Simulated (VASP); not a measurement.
A run of VASP 6.6.1 is set up as follows.

File INCAR:

```
SYSTEM = Cu
ALGO = Fast ; EDIFF = 1E-6
ENCUT = 520 ; GGA = PE
ISIF = 2 ; ISMEAR = 0
LASPH = .True. ; LCHARG = .False.
LREAL = .False. ; LWAVE = .False.
NBANDS = 12 ; NELM = 80
PREC = Accurate ; SIGMA = 0.1
```

The input KPOINTS:

```
k-points
0
Gamma
  30 30 30
  0 0 0
```

The input POSCAR:

```
Cu
1.0
   -1.2566884981      1.2566884981      1.7784015576
    1.2566884981     -1.2566884981      1.7784015576
    1.2566884981      1.2566884981     -1.7784015576
Cu
1
Direct
    0.0000000000      0.0000000000      0.0000000000
```

Potentials or basis: VASP PAW PBE potentials, release 64 (Cu).

Run with:

```console
$ cat potpaw_PBE.64/Cu/POTCAR > POTCAR
$ mpirun -np 1 vasp_std > vasp.out
```

Task: Predict the band gap on the k mesh.

Result: Zero (an odd number of electrons rules out a gap without spin polarisation).

Task: What does it give for the pressure?

Result: 11.1 GPa.

Caveat: the cell stands under pressure.
